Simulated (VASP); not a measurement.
A run of VASP 6.6.1:

The input INCAR:

```
PREC     = Accurate       # precision mode
ENCUT    = 600            # plane-wave cutoff, eV
EDIFF    = 1E-7           # SCF threshold, eV
ISMEAR   = -1             # smearing method
SIGMA    = 0.05           # smearing width, eV
LREAL    = F              # projectors in reciprocal space
LASPH    = T              # aspherical terms in the spheres
NELM     = 150            # most SCF steps
ALGO     = Normal         # electronic algorithm
ISIF     = 3              # what is computed and relaxed
LWAVE    = F              # write WAVECAR
LCHARG   = F              # write CHGCAR
ISPIN    = 2              # spin polarisation
MAGMOM   = 2              # initial moments
LORBIT   = 11             # projections on sites
LMAXMIX  = 4              # l up to which the mixer works
GGA      = RE             # functional
IBRION   = 2              # ionic algorithm
NSW      = 80             # ionic steps
EDIFFG   = -0.01          # ionic threshold
```

File KPOINTS:

```
Automatic mesh
0
Gamma
  12 12 12
```

POSCAR

```
V
1.0
   -1.5143500000      1.5143500000      1.5143500000
    1.5143500000     -1.5143500000      1.5143500000
    1.5143500000      1.5143500000     -1.5143500000
V
1
Direct
    0.0000000000      0.0000000000      0.0000000000
```

Potentials or basis: VASP PAW PBE potentials, release 64 (V_sv).

Command:

```sh
$ cat potpaw_PBE.64/V_sv/POTCAR > POTCAR
$ mpirun -np 1 vasp_std > vasp.out
```

Hardware: 1 thread of AMD EPYC 7R13 (shared host).

Question: Estimate the wall time of this run.

Answer: It took 2.4 min on 1 thread of AMD EPYC 7R13 (shared host), peak memory 0.14 GiB. Counts: scf iterations 36, k points 72, ion steps 3.
